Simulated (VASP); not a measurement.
A run of VASP 6.6.1 is set up as follows.

INCAR

```
PREC     = Accurate       # precision mode
ENCUT    = 620            # plane-wave cutoff, eV
EDIFF    = 1E-6           # SCF threshold, eV
ISMEAR   = 0              # smearing method
SIGMA    = 0.05           # smearing width, eV
LREAL    = Auto         
LASPH    = T              # aspherical terms in the spheres
NELM     = 120            # most SCF steps
ALGO     = Normal         # electronic algorithm
ISIF     = 2              # what is computed and relaxed
LWAVE    = F              # write WAVECAR
LCHARG   = T              # write CHGCAR
GGA      = PE             # functional
LELF     = T              # ELF
LVHAR    = T            
NBANDS   = 132            # bands
GGA_COMPAT= F            
NELMDL   = -8
```

File KPOINTS:

```
regular mesh
0
Gamma
  2 2 1
```

File POSCAR:

```
Mg12CO12F4
1.0
    5.6059430000      0.0000000000      0.0000000000
    2.8029710000      4.8548890000      0.0000000000
    0.0000000000      0.0000000000     16.7215410000
Mg O C F
12 12 1 4
Direct
    0.0000000000      0.0000000000      0.0598031007
    0.0000001407      0.4999998970      0.0598031007
    0.4999999108      0.0000000000      0.0598031007
    0.5000000515      0.4999998970      0.0598031007
    0.6673553019      0.6656273707      0.2107427180
    0.6676403458      0.1670382165      0.2108214787
    0.1663304378      0.6670475885      0.2107077332
    0.1652076066      0.1669591210      0.2107364387
    0.3371352580      0.3219558676      0.3588349901
    0.3404542438      0.8390457537      0.3613133502
    0.8324773954      0.3349129094      0.3654577649
    0.8216764104      0.8406048006      0.3629220537
    0.3333333459      0.8333333677      0.1282362672
    0.3333333082      0.3333332647      0.1282362672
    0.8333332567      0.8333333677      0.1282362672
    0.8333333974      0.3333332647      0.1282362672
    0.0006674974      0.5015346386      0.2801879324
    0.0011426328     -0.0028361102      0.2809641767
    0.4976958246      0.5016225912      0.2798246286
    0.5002725478     -0.0003165881      0.2774716158
    0.6572691267      0.1712681794      0.4279695274
    0.6645316113      0.6727439083      0.4297865251
    0.1720261796      0.1654598076      0.4288206452
    0.1729254965      0.6615831999      0.4242339268
    0.4707278612      0.3576909791      0.5779937985
    0.1830610981      0.6477876219      0.5093141834
    0.4642174672      0.1374639049      0.5673048913
    0.6910775983      0.3647448994      0.5678963440
    0.3203313151      0.5071796698      0.6378453397
```

Potentials or basis: VASP PAW PBE potentials, release 64 (Mg_sv, O, C, F).

Launch:

```bash
$ cat potpaw_PBE.64/Mg_sv/POTCAR potpaw_PBE.64/O/POTCAR potpaw_PBE.64/C/POTCAR potpaw_PBE.64/F/POTCAR > POTCAR
$ mpirun -np 1 vasp_std > vasp.out
```

(1) Estimate the largest force.

(2) What does it give for the band gap on the k mesh?

## Answers

(1) 0.823 eV/Å.

(2) zero (bands 112 and 113 overlap by 0.16 eV).

Caveat: the k points lie up to 0.65 Å⁻¹ apart; there is no dipole correction, which matters where the two faces differ.
